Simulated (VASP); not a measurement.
# Li (P6_3/mmc) in VASP: further runs

Li is run at these levels: PBEsol; tasks: single point.

All numbers are computed with VASP 6.6.1; they aren't measurements. Logs are shortened: lines on timing, memory, paths and dates and some standing lists are left out, and cuts for length are marked.

### Step 1. The cell of the first run

It takes space group P6_3/mmc (No. 194, hexagonal). The conventional cell has a = 3.108 Å, b = 3.108 Å, c = 10.465 Å, α = 90.00°, β = 90.00°, γ = 120.00°. Within 4.1 Å of Li (site symmetry -3m) lie 12 Li at 3.11 to 3.17 Å. Within 4.1 Å of Li (site symmetry -6m2) lie 12 Li at 3.11 to 3.17 Å.

### Step 2. Single point, PBEsol

Input file INCAR:

```
ALGO     = Normal         # electronic algorithm
EDIFF    = 1E-6           # SCF threshold, eV
ENCUT    = 520            # plane-wave cutoff, eV
GGA      = PS             # functional
ISIF     = 2              # what is computed and relaxed
ISMEAR   = -1             # smearing method
LASPH    = T              # aspherical terms in the spheres
LCHARG   = T              # write CHGCAR
LELF     = T              # ELF
LREAL    = F              # projectors in reciprocal space
LVHAR    = T            
LWAVE    = F              # write WAVECAR
NBANDS   = 14             # bands
NELM     = 100            # most SCF steps
PREC     = Accurate       # precision mode
SIGMA    = 0.15           # smearing width, eV
```

Input file KPOINTS:

```
k-points
0
Gamma
  9 9 3
```

Input file POSCAR:

```
Li
1.0
    3.1084244335      0.0000000000      0.0000000000
   -1.5542122168      2.6919741555      0.0000000000
    0.0000000000      0.0000000000     10.4654815061
Li
4
Direct
    0.0000000000      0.0000000000      0.0000000000
    0.3333333333      0.6666666667      0.2500000000
    0.0000000000      0.0000000000      0.5000000000
    0.6666666667      0.3333333333      0.7500000000
```

Potentials or basis: VASP PAW PBE potentials, release 64 (Li_sv).

Started as:

```
$ cat potpaw_PBE.64/Li_sv/POTCAR > POTCAR
$ mpirun -np 1 vasp_std > vasp.out
```

OUTCAR:

```text
EDIFF = 1E-6
   ENCUT = 520
   GGA = PS
   ISIF = 2
   ISMEAR = -1
   LASPH = T
   LREAL = F
   NELM = 100
   PREC = Accurate

 ion  position               nearest neighbor table
   1  0.000  0.000  0.000-
   2  0.333  0.667  0.250-
   3  0.000  0.000  0.500-
   4  0.667  0.333  0.750-

  LATTYP: Found a hexagonal cell.
 ALAT       =     3.1084244335
 C/A-ratio  =     3.3668122645

  Lattice vectors:

 A1 = (   3.1084244335,   0.0000000000,   0.0000000000)
 A2 = (  -1.5542122168,   2.6919741555,   0.0000000000)
 A3 = (   0.0000000000,   0.0000000000,  10.4654815061)

Analysis of symmetry for initial positions (statically):
=====================================================================
 Subroutine PRICEL returns:
 Original cell was already a primitive cell.

 Routine SETGRP: Setting up the symmetry group for a
 hexagonal supercell.

 Subroutine GETGRP returns: Found 24 space group operations
 (whereof 12 operations were pure point group operations)
 out of a pool of 24 trial point group operations.

The static configuration has the point symmetry D_3d.
 The point group associated with its full space group is D_6h.

Analysis of symmetry for dynamics (positions and initial velocities):
=====================================================================
 Subroutine PRICEL returns:
 Original cell was already a primitive cell.

 Routine SETGRP: Setting up the symmetry group for a
 hexagonal supercell.

 Subroutine GETGRP returns: Found 24 space group operations
 (whereof 12 operations were pure point group operations)
 out of a pool of 24 trial point group operations.

The dynamic configuration has the point symmetry D_3d.
 The point group associated with its full space group is D_6h.

 Subroutine INISYM returns: Found 24 space group operations
 (whereof 12 operations are pure point group operations),
 and found     1 'primitive' translations

----------------------------------------------------------------------------------------

                                     Primitive cell

  volume of cell :      87.5730

  direct lattice vectors                    reciprocal lattice vectors
     3.108424434  0.000000000  0.000000000     0.321706389  0.185737296  0.000000000
    -1.554212217  2.691974156  0.000000000     0.000000000  0.371474592  0.000000000
     0.000000000  0.000000000 10.465481506     0.000000000  0.000000000  0.095552221

  length of vectors
     3.108424434  3.108424113 10.465481506     0.371474553  0.371474592  0.095552221

  position of ions in fractional coordinates (direct lattice)
     0.000000000  0.000000000  0.000000000
     0.333333333  0.666666667  0.250000000
     0.000000000  0.000000000  0.500000000
     0.666666667  0.333333333  0.750000000

  ion indices of the primitive-cell ions
   primitive index   ion index
                 1           1
                 2           2
                 3           3
                 4           4

----------------------------------------------------------------------------------------

 KPOINTS: k-points

Automatic generation of k-mesh.
 Grid dimensions read from file:
 generate k-points for:    9    9    3

 Generating k-lattice:

  Cartesian coordinates                     Fractional coordinates (reciprocal lattice)
     0.035745154  0.020637477  0.000000000     0.111111111  0.000000000  0.000000000
     0.000000000  0.041274955  0.000000000     0.000000000  0.111111111  0.000000000
     0.000000000  0.000000000  0.031850740     0.000000000  0.000000000  0.333333333

  Length of vectors
     0.041274950  0.041274955  0.031850740

  Shift w.r.t. Gamma in fractional coordinates (k-lattice)
     0.000000000  0.000000000  0.000000000

 Subroutine IBZKPT returns following result:
 ===========================================

 Found     24 irreducible k-points:

 Following reciprocal coordinates:
            Coordinates               Weight
  0.000000  0.000000  0.000000      1.000000
  0.111111  0.000000  0.000000      6.000000
  0.222222  0.000000  0.000000      6.000000
  0.333333 -0.000000  0.000000      6.000000
  0.444444  0.000000  0.000000      6.000000
  0.111111  0.111111  0.000000      6.000000
[... 16 lines left out ...]
  0.333333  0.222222  0.333333     24.000000
  0.333333  0.333333  0.333333      4.000000
   k-points           NKPTS =     24   k-points in BZ     NKDIM =     24   number of bands    NBANDS=     14
   number of dos      NEDOS =    301   number of ions     NIONS =      4
   total plane-waves  NPLWV =  46080
   dimension x,y,z NGX =    24 NGY =   24 NGZ =   80
   dimension x,y,z NGXF=    48 NGYF=   48 NGZF=  160
   ions per type =               4
   NGX,Y,Z   is equivalent  to a cutoff of  12.84, 12.84, 12.71 a.u.
   NGXF,Y,Z  is equivalent  to a cutoff of  25.67, 25.67, 25.42 a.u.
 SYSTEM =  unknown system
   PREC   = accura    normal or accurate (medium, high low for compatibility)
   ISTART =      0    job   : 0-new  1-cont  2-samecut
   ICHARG =      2    charge: 1-file 2-atom 10-const
   ISPIN  =      1    spin polarized calculation?
   LNONCOLLINEAR =      F non collinear calculations
   LSORBIT =      F    spin-orbit coupling
   LASPH  =      T    aspherical Exc in radial PAW
   ENCUT  =  520.0 eV  38.22 Ry    6.18 a.u.   5.78  5.78 19.46*2*pi/ulx,y,z
   NELM   =    100;   NELMIN=  2; NELMDL= -5     # of ELM steps
   EDIFF  = 0.1E-05   stopping-criterion for ELM
   LREAL  =      F    real-space projection
   EDIFFG = 0.1E-04   stopping-criterion for IOM
   NSW    =      0    number of steps for IOM
   IBRION =     -1    ionic relax: 0-MD 1-quasi-New 2-CG
   NFREE  =      0    steps in history (QN), initial steepest desc. (CG)
   ISIF   =      2    stress and relaxation
   ISYM   =      2    0-nonsym 1-usesym 2-fastsym
   POTIM  = 0.5000    time-step for ionic-motion
   TEBEG  =    0.0;   TEEND  =   0.0 temperature during run
   PSTRESS=    0.0 pullay stress
   NELECT =      12.0000    total number of electrons
   NUPDOWN=      -1.0000    fix difference up-down
   EMIN   =  10.00;   EMAX   =-10.00  energy-range for DOS
   EFERMI =   0.00;   METHOD = LEGACY
   ISMEAR =    -1;   SIGMA  =   0.15  broadening in eV -4-tet -1-fermi 0-gaus
   EFERMI_NEDOS =   21; number of points for ismear=-14 and -15
   IALGO  =     38    algorithm
   IMIX   =      4    mixing-type and parameters
     AMIX     =   0.40;   BMIX     =  1.00
     AMIX_MAG =   1.60;   BMIX_MAG =  1.00
  volume/ion in A,a.u.               =      21.89       147.74
  Fermi-wavevector in a.u.,A,eV,Ry     =   0.844005  1.594939  9.692038  0.712345
  Thomas-Fermi vector in A             =   1.958964
   LORBIT       =      0    0 simple, 1 ext, 2 COOP (PROOUT), +10 PAW based schemes
   GGA     = PS    functional components
   LHFCALC =     F    Hartree Fock is set to
   AEXX    =    0.0000 exact exchange contribution
   IVDW    =     0    specifies the selected vdW correction
   LEPSILON=     F    determine dielectric tensor
   LRPA    =     F    only Hartree local field effects (RPA)
 non-spin polarized calculation
  energy-cutoff  :      520.00
  volume of cell :       87.57
 maximum number of plane-waves:      2376
 NGX is ok and might be reduce to    24
   NGX = 11   NGY = 11   NGZ = 39

 number of electron      11.9999953 magnetization

 Free energy of the ion-electron system (eV)
  ---------------------------------------------------
  ext. energy  EPLUGINS =         0.00000000
  ---------------------------------------------------
  free energy    TOTEN  =        -7.92158328 eV

  energy without entropy =       -7.77827560  energy(sigma->0) =       -7.84992944

 E-fermi :   0.4270     XC(G=0):  -6.8323

 val. band max:        0.3821291190   @ k =   0.4444   0.0000   0.3333
 cond. band min:       0.4750350064   @ k =   0.3333   0.1111   0.0000
 fundamental gap:      0.0929058875
 Fermi energy:         0.4270285529

 k-point     1 :       0.0000    0.0000    0.0000
  band No.  band energies     occupation
      1     -45.6277      2.00000
      2     -45.6225      2.00000
      3     -45.6210      2.00000
      4     -45.6157      2.00000
      5      -3.0328      2.00000
      6      -1.9953      2.00000
      7      -1.9952      2.00000
      8       0.2849      1.44113
      9       2.8785      0.00000
     10       7.5386      0.00000
     11       7.5412      0.00000
     12      12.6472      0.00000
     13      12.6472      0.00000
     14      13.1746      0.00000

 k-point     2 :       0.1111    0.0000    0.0000
  band No.  band energies     occupation
      1     -45.6264      2.00000
      2     -45.6213      2.00000
      3     -45.6199      2.00000
      4     -45.6148      2.00000
      5      -2.8387      2.00000
      6      -1.7957      2.00000
      7      -1.7957      2.00000
      8       0.5362      0.65133
      9       2.9676      0.00000
     10       7.6435      0.00000
     11       7.6553      0.00000
     12      10.8733      0.00000
     13      11.5039      0.00000
     14      11.8978      0.00000

 k-point     3 :       0.2222    0.0000    0.0000
  band No.  band energies     occupation
      1     -45.6224      2.00000
      2     -45.6181      2.00000
      3     -45.6168      2.00000
      4     -45.6126      2.00000
      5      -2.2552      2.00000
      6      -1.2025      1.99996
      7      -1.2021      1.99996
      8       1.2880      0.00641
      9       3.1866      0.00000
     10       7.3888      0.00000
     11       7.7133      0.00000
     12       8.8258      0.00000
     13       9.0606      0.00000
     14       9.5281      0.00000
[... 324 lines left out ...]
 k-point    23 :       0.3333    0.2222    0.3333
  band No.  band energies     occupation
      1     -45.6120      2.00000
      2     -45.6116      2.00000
      3     -45.6097      2.00000
      4     -45.6093      2.00000
      5       0.7380      0.22346
      6       1.0349      0.03416
      7       2.0975      0.00003
      8       2.5257      0.00000
      9       3.7345      0.00000
     10       3.9556      0.00000
     11       4.4488      0.00000
     12       4.9666      0.00000
     13       5.9577      0.00000
     14       6.7008      0.00000

 k-point    24 :       0.3333    0.3333    0.3333
  band No.  band energies     occupation
      1     -45.6108      2.00000
      2     -45.6108      2.00000
      3     -45.6094      2.00000
      4     -45.6094      2.00000
      5       2.0179      0.00005
      6       2.0179      0.00005
      7       2.5887      0.00000
      8       2.6112      0.00000
      9       2.8316      0.00000
     10       2.8317      0.00000
     11       4.2950      0.00000
     12       4.2950      0.00000
     13       6.3712      0.00000
     14       6.4714      0.00000

------------------------ aborting loop because EDIFF is reached ----------------------------------------

  FORCE on cell =-STRESS in cart. coord.  units (eV):
  Direction    XX          YY          ZZ          XY          YZ          ZX
  --------------------------------------------------------------------------------------
  -------------------------------------------------------------------------------------
  Total       -0.4821963     -0.4821962     -0.6754030      0.0000000      0.0000000      0.0000000
  in kB       -8.8219388     -8.8219364    -12.3567187      0.0000000      0.0000000      0.0000000
  external PRESSURE =     -10.0001980 kB  Pullay stress =       0.0000000 kB

 VOLUME and BASIS-vectors are now :
 -----------------------------------------------------------------------------
  energy-cutoff  :      520.00
  volume of cell :       87.57
      direct lattice vectors                 reciprocal lattice vectors
     3.108424434  0.000000000  0.000000000     0.321706389  0.185737296  0.000000000
    -1.554212217  2.691974156  0.000000000     0.000000000  0.371474592  0.000000000
     0.000000000  0.000000000 10.465481506     0.000000000  0.000000000  0.095552221

 POSITION                                       TOTAL-FORCE (eV/Angst)
 -----------------------------------------------------------------------------------
      0.00000      0.00000      0.00000        -0.000000      0.000000      0.000000
     -0.00000      1.79465      2.61637         0.000000      0.000000     -0.000000
      0.00000      0.00000      5.23274        -0.000000      0.000000      0.000000
      1.55421      0.89732      7.84911        -0.000000     -0.000000     -0.000000
 -----------------------------------------------------------------------------------
    total drift:                               -0.000000      0.000000     -0.000000

  FREE ENERGIE OF THE ION-ELECTRON SYSTEM (eV)
  ---------------------------------------------------
  free  energy   TOTEN  =        -7.9215832826 eV

  energy  without entropy=       -7.7782756033  energy(sigma->0) =       -7.84992944
```

Wall time 18 s (1 thread of AMD EPYC 9R14 (Zen 4), shared host); peak memory 0.16 GiB.

Results:

| Quantity | Value |
| --- | --- |
| Free energy | -7.9216 eV |
| Band gap on the k mesh | zero (band 6 reaches 2.03 eV, above the bottom of band 7 at -2.00 eV) |

Caveat: the cutoff is under 1.25 times the usual one of these potentials, so pressure, stress and relaxed cells hold a basis-set (Pulay) error; the PAW data sets were made with another functional, which shifts forces and pressure a little.

### Step 3. Single point, PBEsol

This run uses another cell than the first one, of 22.40 Å³/atom, 1.023 times its volume.

Input file INCAR:

```
SYSTEM = Li
  PREC = Accurate
  ENCUT = 520
  EDIFF = 1E-6
  ISMEAR = -1
  SIGMA = 0.15
  LREAL = .FALSE.
  LASPH = .TRUE.
  NELM = 60
  ALGO = Normal
  ISIF = 2
  LWAVE = .FALSE.
  LCHARG = .FALSE.
  GGA = PS
  NBANDS = 14
```

Input file KPOINTS:

```
regular mesh
0
G
  9 9 3
  0 0 0
```

Input file POSCAR:

```
Li
1.0
    3.1323363304      0.0000000000      0.0000000000
   -1.5661681652      2.7126824628      0.0000000000
    0.0000000000      0.0000000000     10.5459883738
Li
4
Direct
    0.0000000000      0.0000000000      0.0000000000
    0.3333333333      0.6666666667      0.2500000000
    0.0000000000      0.0000000000      0.5000000000
    0.6666666667      0.3333333333      0.7500000000
```

Potentials or basis: VASP PAW PBE potentials, release 64 (Li_sv).

Started as:

```
$ cat potpaw_PBE.64/Li_sv/POTCAR > POTCAR
$ mpirun -np 1 vasp_std > vasp.out
```

Wall time 16 s (1 thread of AMD EPYC 9R14 (Zen 4), shared host); peak memory 0.16 GiB.

The run converged. Its results:

| Quantity | Value |
| --- | --- |
| Free energy | -7.9090 eV |
| Band gap on the k mesh | zero (band 6 reaches 1.95 eV, above the bottom of band 7 at -2.03 eV) |

Levels at points of the mesh, in eV from the Fermi level:
```
           k point  band 3  band 4  band 5  band 6  band 7  band 8  band 9  band 10
(0.00, 0.00, 0.00)  -46.09  -46.09   -3.43   -2.40   -2.40   -0.13    2.38     7.00
```

Caveat: the cutoff is under 1.25 times the usual one of these potentials, so pressure, stress and relaxed cells hold a basis-set (Pulay) error; the PAW data sets were made with another functional, which shifts forces and pressure a little.
